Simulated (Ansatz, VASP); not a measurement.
**Two plane-wave programs on HfGe**

```
Hf Ge
1.0
     3.30776    0.00000    0.00000
     0.00000    3.30776    0.00000
     0.00000    0.00000    3.30776
Hf Ge
1 1
Direct
  0.00000 0.00000 0.00000
  0.50000 0.50000 0.50000
```

Alike in both runs: functional PBEsol; k mesh 13 × 13 × 13; occupations fermi-dirac, width 0.05 eV; no spin polarisation.

Ansatz relaxed the structure, and its values are those at the end. VASP's run is a single point on that final structure, the one shown.

|  | VASP | Ansatz |
| --- | --- | --- |
| version | VASP 6.6.1 | Ansatz 0.2.0 |
| potentials or method | VASP PAW PBE potentials, release 64 (Hf_pv, Ge_d) | PAW with Ansatz's default frozen-core files, scalar-relativistic |
| plane-wave cutoff (eV) | 520 | 420 |
| valence electrons in the cell | 24 | 40 |

|  | VASP | Ansatz | Ansatz less VASP |
| --- | --- | --- | --- |
| pressure (GPa) | -0.2 | 0.0 | +0.28 |

VASP's potentials were made for PBE, not for PBEsol. The functional is the same, so the differences come from potentials, cutoffs and numerics. VASP's potentials hold 24 valence electrons a cell and Ansatz's 40, so a difference there can come from the potentials and not from the codes.

Spin-orbit coupling is off throughout.
